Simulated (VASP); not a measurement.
# MgO (Fm-3m) in VASP: notebook

MgO is run at these levels: PBE; tasks: single point.

Program: VASP 6.6.1. These are calculated values, not measurements. Logs are shortened: lines on timing, memory, paths and dates and some standing lists are left out, and cuts for length are marked.

## Step 1: The cell of the first run

Symmetry: Fm-3m, No. 225, cubic system. The conventional cell has a = 4.254 Å, b = 4.254 Å, c = 4.254 Å, α = 90.00°, β = 90.00°, γ = 90.00°. Within 2.8 Å of Mg (site symmetry m-3m) lie 6 O at 2.13 Å. Within 2.8 Å of O (site symmetry m-3m) lie 6 Mg at 2.13 Å.

## Step 2: Single point, PBE

The input, INCAR:

```
  ALGO = Normal
  EDIFF = 1E-6
  ENCUT = 840
  GGA = PE
  GGA_COMPAT = False
  ISIF = 2
  ISMEAR = 0
  LASPH = True
  LCHARG = False
  LREAL = False
  LWAVE = False
  NBANDS = 15
  NELM = 120
  PREC = Accurate
  SIGMA = 0.01
```

The input, KPOINTS:

```
k-points
0
Gamma
  8 8 8
```

The input, POSCAR:

```
MgO
1.0
    0.0000000000      2.1272076416      2.1272076416
    2.1272076416      0.0000000000      2.1272076416
    2.1272076416      2.1272076416      0.0000000000
Mg O
1 1
Direct
    0.0000000000      0.0000000000      0.0000000000
    0.5000000000      0.5000000000      0.5000000000
```

Potentials or basis: VASP PAW PBE potentials, release 64 (Mg_sv, O).

Launch:

```bash
cat potpaw_PBE.64/Mg_sv/POTCAR potpaw_PBE.64/O/POTCAR > POTCAR
mpirun -np 1 vasp_std > vasp.out
```

OUTCAR:

```text
EDIFF = 1E-6
   ENCUT = 840
   GGA = PE
   ISIF = 2
   ISMEAR = 0
   LASPH = True
   LREAL = False
   NELM = 120
   PREC = Accurate

 ion  position               nearest neighbor table
   1  0.000  0.000  0.000-   2 2.13   2 2.13   2 2.13   2 2.13   2 2.13   2 2.13
   2  0.500  0.500  0.500-   1 2.13   1 2.13   1 2.13   1 2.13   1 2.13   1 2.13

  LATTYP: Found a face centered cubic cell.
 ALAT       =     4.2544152832

  Lattice vectors:

 A1 = (   0.0000000000,   2.1272076416,   2.1272076416)
 A2 = (   2.1272076416,   0.0000000000,   2.1272076416)
 A3 = (   2.1272076416,   2.1272076416,   0.0000000000)

Analysis of symmetry for initial positions (statically):
=====================================================================
 Subroutine PRICEL returns:
 Original cell was already a primitive cell.

 Routine SETGRP: Setting up the symmetry group for a
 face centered cubic supercell.

 Subroutine GETGRP returns: Found 48 space group operations
 (whereof 48 operations were pure point group operations)
 out of a pool of 48 trial point group operations.

The static configuration has the point symmetry O_h .

Analysis of symmetry for dynamics (positions and initial velocities):
=====================================================================
 Subroutine PRICEL returns:
 Original cell was already a primitive cell.

 Routine SETGRP: Setting up the symmetry group for a
 face centered cubic supercell.

 Subroutine GETGRP returns: Found 48 space group operations
 (whereof 48 operations were pure point group operations)
 out of a pool of 48 trial point group operations.

The dynamic configuration has the point symmetry O_h .

 Subroutine INISYM returns: Found 48 space group operations
 (whereof 48 operations are pure point group operations),
 and found     1 'primitive' translations

----------------------------------------------------------------------------------------

                                     Primitive cell

  volume of cell :      19.2513

  direct lattice vectors                    reciprocal lattice vectors
     0.000000000  2.127207642  2.127207642    -0.235049927  0.235049927  0.235049927
     2.127207642  0.000000000  2.127207642     0.235049927 -0.235049927  0.235049927
     2.127207642  2.127207642  0.000000000     0.235049927  0.235049927 -0.235049927

  length of vectors
     3.008325897  3.008325897  3.008325897     0.407118415  0.407118415  0.407118415

  position of ions in fractional coordinates (direct lattice)
     0.000000000  0.000000000  0.000000000
     0.500000000  0.500000000  0.500000000

  ion indices of the primitive-cell ions
   primitive index   ion index
                 1           1
                 2           2

----------------------------------------------------------------------------------------

 KPOINTS: k-points

Automatic generation of k-mesh.
 Grid dimensions read from file:
 generate k-points for:    8    8    8

 Generating k-lattice:

  Cartesian coordinates                     Fractional coordinates (reciprocal lattice)
    -0.029381241  0.029381241  0.029381241     0.125000000  0.000000000  0.000000000
     0.029381241 -0.029381241  0.029381241     0.000000000  0.125000000  0.000000000
     0.029381241  0.029381241 -0.029381241     0.000000000  0.000000000  0.125000000

  Length of vectors
     0.050889802  0.050889802  0.050889802

  Shift w.r.t. Gamma in fractional coordinates (k-lattice)
     0.000000000  0.000000000  0.000000000

 Subroutine IBZKPT returns following result:
 ===========================================

 Found     29 irreducible k-points:

 Following reciprocal coordinates:
            Coordinates               Weight
  0.000000  0.000000  0.000000      1.000000
  0.125000  0.000000  0.000000      8.000000
  0.250000  0.000000  0.000000      8.000000
  0.375000  0.000000  0.000000      8.000000
  0.500000  0.000000  0.000000      4.000000
  0.125000  0.125000  0.000000      6.000000
[... 16 lines left out ...]
  0.500000  0.250000  0.125000     48.000000
 -0.375000  0.250000  0.125000     24.000000
 [... further k-points ...]
   k-points           NKPTS =     29   k-points in BZ     NKDIM =     29   number of bands    NBANDS=     15
   number of dos      NEDOS =    301   number of ions     NIONS =      2
   total plane-waves  NPLWV =  21952
   dimension x,y,z NGX =    28 NGY =   28 NGZ =   28
   dimension x,y,z NGXF=    56 NGYF=   56 NGZF=   56
   ions per type =               1   1
   NGX,Y,Z   is equivalent  to a cutoff of  15.47, 15.47, 15.47 a.u.
   NGXF,Y,Z  is equivalent  to a cutoff of  30.95, 30.95, 30.95 a.u.
 SYSTEM =  unknown system
   PREC   = accura    normal or accurate (medium, high low for compatibility)
   ISTART =      0    job   : 0-new  1-cont  2-samecut
   ICHARG =      2    charge: 1-file 2-atom 10-const
   ISPIN  =      1    spin polarized calculation?
   LNONCOLLINEAR =      F non collinear calculations
   LSORBIT =      F    spin-orbit coupling
   LASPH  =      T    aspherical Exc in radial PAW
   ENCUT  =  840.0 eV  61.74 Ry    7.86 a.u.   7.11  7.11  7.11*2*pi/ulx,y,z
   NELM   =    120;   NELMIN=  2; NELMDL= -5     # of ELM steps
   EDIFF  = 0.1E-05   stopping-criterion for ELM
   LREAL  =      F    real-space projection
[... 7 lines left out ...]
   TEBEG  =    0.0;   TEEND  =   0.0 temperature during run
   PSTRESS=    0.0 pullay stress
   NELECT =      16.0000    total number of electrons
   NUPDOWN=      -1.0000    fix difference up-down
   EMIN   =  10.00;   EMAX   =-10.00  energy-range for DOS
   EFERMI =   0.00;   METHOD = LEGACY
   ISMEAR =     0;   SIGMA  =   0.01  broadening in eV -4-tet -1-fermi 0-gaus
   EFERMI_NEDOS =   21; number of points for ismear=-14 and -15
   IALGO  =     38    algorithm
   IMIX   =      4    mixing-type and parameters
     AMIX     =   0.40;   BMIX     =  1.00
     AMIX_MAG =   1.60;   BMIX_MAG =  1.00
  volume/ion in A,a.u.               =       9.63        64.96
  Fermi-wavevector in a.u.,A,eV,Ry     =   1.539200  2.908665 32.234044  2.369135
  Thomas-Fermi vector in A             =   2.645461
   LORBIT       =      0    0 simple, 1 ext, 2 COOP (PROOUT), +10 PAW based schemes
   GGA     = PE    functional components
   LHFCALC =     F    Hartree Fock is set to
   AEXX    =    0.0000 exact exchange contribution
   IVDW    =     0    specifies the selected vdW correction
   LEPSILON=     F    determine dielectric tensor
   LRPA    =     F    only Hartree local field effects (RPA)
 non-spin polarized calculation
 Gauss-broadening in eV      SIGMA  =   0.01
  energy-cutoff  :      840.00
  volume of cell :       19.25
 maximum number of plane-waves:      1090
   NGX = 15   NGY = 15   NGZ = 15

 number of electron      15.9999997 magnetization

 Free energy of the ion-electron system (eV)
  ---------------------------------------------------
  ext. energy  EPLUGINS =         0.00000000
  ---------------------------------------------------
  free energy    TOTEN  =       -11.88484421 eV

  energy without entropy =      -11.88484421  energy(sigma->0) =      -11.88484421

 E-fermi :   2.9434     XC(G=0): -11.2409

 val. band max:        2.7032296655   @ k =   0.0000   0.0000   0.0000
 cond. band min:       7.1571848920   @ k =   0.0000   0.0000   0.0000
 fundamental gap:      4.4539552266
 Fermi energy:         2.9434368780

 k-point     1 :       0.0000    0.0000    0.0000
  band No.  band energies     occupation
      1     -69.6702      2.00000
      2     -36.3984      2.00000
      3     -36.3984      2.00000
      4     -36.3984      2.00000
      5     -14.3954      2.00000
      6       2.7032      2.00000
      7       2.7032      2.00000
      8       2.7032      2.00000
      9       7.1572      0.00000
     10      18.3383      0.00000
     11      18.3383      0.00000
     12      18.3383      0.00000
     13      22.1725      0.00000
     14      23.9197      0.00000
     15      23.9197      0.00000

 k-point     2 :       0.1250    0.0000    0.0000
  band No.  band energies     occupation
      1     -69.6690      2.00000
      2     -36.4097      2.00000
      3     -36.3996      2.00000
      4     -36.3996      2.00000
      5     -14.2366      2.00000
      6       1.7619      2.00000
      7       2.6052      2.00000
      8       2.6052      2.00000
      9       8.0738      0.00000
     10      16.6686      0.00000
     11      18.6797      0.00000
     12      18.6797      0.00000
     13      22.9148      0.00000
     14      22.9148      0.00000
     15      24.2422      0.00000

 k-point     3 :       0.2500    0.0000    0.0000
  band No.  band energies     occupation
      1     -69.6665      2.00000
      2     -36.4370      2.00000
      3     -36.4024      2.00000
      4     -36.4024      2.00000
      5     -13.8264      2.00000
      6       0.1052      2.00000
      7       2.3790      2.00000
      8       2.3790      2.00000
      9       9.5314      0.00000
     10      15.0933      0.00000
     11      19.1202      0.00000
     12      19.1202      0.00000
     13      22.5262      0.00000
     14      22.5262      0.00000
     15      24.2593      0.00000
[... 343 lines left out ...]
 k-point    23 :       0.5000    0.2500    0.1250
  band No.  band energies     occupation
      1     -69.6624      2.00000
      2     -36.4566      2.00000
      3     -36.4232      2.00000
      4     -36.4105      2.00000
      5     -13.1857      2.00000
      6      -0.8933      2.00000
      7       1.0440      2.00000
      8       1.8723      2.00000
      9      11.9527      0.00000
     10      14.1532      0.00000
     11      16.3264      0.00000
     12      19.5048      0.00000
     13      22.0708      0.00000
     14      24.7324      0.00000
     15      28.2709      0.00000

 k-point    24 :      -0.3750    0.2500    0.1250
  band No.  band energies     occupation
      1     -69.6616      2.00000
      2     -36.4629      2.00000
      3     -36.4251      2.00000
      4     -36.4128      2.00000
      5     -13.0290      2.00000
      6      -1.1697      2.00000
      7       0.8433      2.00000
      8       1.7570      2.00000
      9      12.1707      0.00000
     10      14.6202      0.00000
     11      15.9106      0.00000
     12      19.2585      0.00000
     13      22.8871      0.00000
     14      24.3967      0.00000
     15      28.4176      0.00000

 [... further k-points ...]

------------------------ aborting loop because EDIFF is reached ----------------------------------------

  FORCE on cell =-STRESS in cart. coord.  units (eV):
  Direction    XX          YY          ZZ          XY          YZ          ZX
  --------------------------------------------------------------------------------------
  -------------------------------------------------------------------------------------
  Total       -0.0024093     -0.0024093     -0.0024093      0.0000000      0.0000000      0.0000000
  in kB       -0.2005136     -0.2005136     -0.2005136      0.0000000      0.0000000      0.0000000
  external PRESSURE =      -0.2005136 kB  Pullay stress =       0.0000000 kB

 VOLUME and BASIS-vectors are now :
 -----------------------------------------------------------------------------
  energy-cutoff  :      840.00
  volume of cell :       19.25
      direct lattice vectors                 reciprocal lattice vectors
     0.000000000  2.127207642  2.127207642    -0.235049927  0.235049927  0.235049927
     2.127207642  0.000000000  2.127207642     0.235049927 -0.235049927  0.235049927
     2.127207642  2.127207642  0.000000000     0.235049927  0.235049927 -0.235049927

 POSITION                                       TOTAL-FORCE (eV/Angst)
 -----------------------------------------------------------------------------------
      0.00000      0.00000      0.00000        -0.000000      0.000000      0.000000
      2.12721      2.12721      2.12721         0.000000     -0.000000     -0.000000
 -----------------------------------------------------------------------------------
    total drift:                                0.000000      0.000000      0.000000

  FREE ENERGIE OF THE ION-ELECTRON SYSTEM (eV)
  ---------------------------------------------------
  free  energy   TOTEN  =       -11.8848442087 eV

  energy  without entropy=      -11.8848442087  energy(sigma->0) =      -11.88484421
```

Wall time 35 s (1 thread of AMD EPYC, shared host); peak memory 0.13 GiB.

Results:

* Free energy: -11.8848 eV
* Pressure: 0.0 GPa
* Band gap on the k mesh: 4.45 eV

## Step 3: Single point, PBE

The input, INCAR:

```
  PREC = Accurate
  ENCUT = 840
  EDIFF = 1E-6
  ISMEAR = 0
  SIGMA = 0.02
  LREAL = F
  LASPH = T
  NELM = 120
  ALGO = Normal
  ISIF = 2
  LWAVE = F
  LCHARG = F
  GGA = PE
  NBANDS = 15
  GGA_COMPAT = F
```

The input, KPOINTS:

```
regular mesh
0
Gamma
  8 8 8
```

POSCAR is that of step 2.

Potentials or basis: VASP PAW PBE potentials, release 64 (Mg_sv, O).

Launch:

```bash
cat potpaw_PBE.64/Mg_sv/POTCAR potpaw_PBE.64/O/POTCAR > POTCAR
mpirun -np 1 vasp_std > vasp.out
```

It took 11 s on 1 thread of AMD EPYC 7R13 (Zen 3), shared host; peak memory 0.13 GiB.

Results (log left out):

```yaml
Free_energy: -11.8848 eV
Pressure: 0.0 GPa
Band_gap_on_the_k_mesh: 4.45 eV
```

Levels at points of the mesh, in eV from the valence-band top:
| k point | band 6 | band 7 | band 8 | band 9 | band 10 | band 11 |
| --- | --- | --- | --- | --- | --- | --- |
| (0.00, 0.00, 0.00) | 0.00 | 0.00 | 0.00 | 4.45 | 15.64 | 15.64 |
| (0.50, 0.00, 0.00) | -4.48 | -0.62 | -0.62 | 7.72 | 12.28 | 16.03 |
| (0.50, 0.50, 0.00) | -3.93 | -1.30 | -1.30 | 9.09 | 9.68 | 12.79 |
